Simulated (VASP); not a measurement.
# HoO3: single point with PBE

HoO3:

```xyz
4
Lattice="3.4127 0.0000 0.0000 0.0000 3.4127 0.0000 0.0000 0.0000 4.3353" Properties=species:S:1:pos:R:3 pbc="T T T"
Ho    0.0000    0.0000    0.0000
O     1.7064    1.7064    3.5933
O     0.0000    0.0000    2.1677
O     1.7064    1.7064    0.7420
```

The cell was generated, and may not be a known phase.

```
Program             : VASP 6.6.1
Task                : single point
Functional          : PBE
Potentials or basis : VASP PAW PBE potentials, release 64 (Ho_3, O), 4f in core
Cutoff              : 600 eV
k mesh              : 14 × 14 × 12
Occupations         : gaussian, width 0.1 eV
Spin                : no spin polarisation
```

The pressure is 0.7 GPa and the largest force is 0.253 eV/Å. The band gap on the k mesh is zero (an odd number of electrons rules out a gap without spin polarisation).

Forces in eV/Å, atoms in the order of the input:
```
Ho   0.000  0.000  0.000
O    0.000  0.000 -0.253
O    0.000  0.000  0.000
O    0.000  0.000  0.253
```

Stress tensor (GPa, compression positive):
```
-0.19  0.00  0.00
 0.00 -0.19  0.00
 0.00  0.00  2.41
```

Levels at points of the mesh, in eV from the Fermi level:
```tsv
k point	band 11	band 12	band 13	band 14	band 15	band 16	band 17	band 18
(0.00, 0.00, 0.00)	-1.26	-0.28	-0.13	-0.13	1.12	3.58	4.85	5.88
(0.50, 0.00, 0.00)	-0.87	-0.67	-0.15	0.09	4.73	4.78	4.85	6.22
(0.50, 0.50, 0.00)	-2.25	-0.70	-0.70	-0.15	4.85	5.69	6.74	6.74
(0.00, 0.00, 0.50)	-2.14	-2.14	0.34	0.34	1.23	3.31	3.74	5.92
(0.50, 0.00, 0.50)	-1.65	-1.55	-1.05	-0.66	3.69	4.84	6.58	7.69
(0.50, 0.50, 0.50)	-3.60	-2.86	0.34	0.34	3.53	5.72	7.88	7.88
```

Wall time 3.6 min on 1 thread of Intel(R) Xeon(R) Platinum 8488C (Sapphire Rapids), on a shared host, peak memory 0.4 GiB.

Caveat: spin-orbit coupling is left out, which moves the levels of the heavy elements; the 4f electrons are frozen in the core, so they carry no moment and show no levels; an odd number of electrons without spin polarisation forces a metal; a magnetic or distorted state may lie lower; the run has no spin polarisation, though such a crystal can be magnetic. Spin polarisation is off, so any magnetic state and its effect on volume and gap are missing.
